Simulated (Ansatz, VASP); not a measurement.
# One calculation of BN, two programs

```
B N
1.0
     0.00000   -1.81239   -1.86078
    -1.86078    0.00000   -1.86078
     1.86078    1.81239   -3.72157
B N
2 2
Cartesian
  -0.0663 0.0145 -0.0515
  0.0663 -0.0145 -3.6701
  0.8625 0.9210 -4.7046
  -0.8625 -0.9210 -4.5993
```

Change from the starting cell: mode 4 frozen in at -0.085 Å, equal normal strain along x and y +0.0267.

Alike in both runs: task single point; functional PBE; k mesh 6 × 6 × 6; occupations gaussian, width 0.05 eV; no spin polarisation.

```csv
,VASP,Ansatz
version,VASP 6.6.1,Ansatz 0.2.0
potentials or method,"VASP PAW PBE potentials, release 64 (B, N), cutoff 520 eV","scalar-relativistic, plane waves, PAW"
valence electrons in the cell,16,16
```

Ansatz gave:

| Property | Result |
| --- | --- |
| gap on the k mesh at the Fermi level (eV) | 3.91 |
| least direct gap on the mesh (eV) | 5.66 |
| pressure (GPa) | -17.9 |
| traceless stress, the component that is largest in VASP (GPa) | 11.16 |
| rms of the force components (eV/Å) | 0.532 |

**Question.** What did VASP give for the same quantities?

**Answer.** gap on the k mesh at the Fermi level (eV): 3.91; least direct gap on the mesh (eV): 5.65; pressure (GPa): -17.8; traceless stress, the component that is largest in VASP (GPa): 11.17; rms of the force components (eV/Å): 0.532.

Atom by atom the forces differ by 0.000 eV/Å (rms over components). The functional is the same, so the differences come from potentials, cutoffs and numerics.

The k mesh is coarse, so the values compare programs but aren't converged.
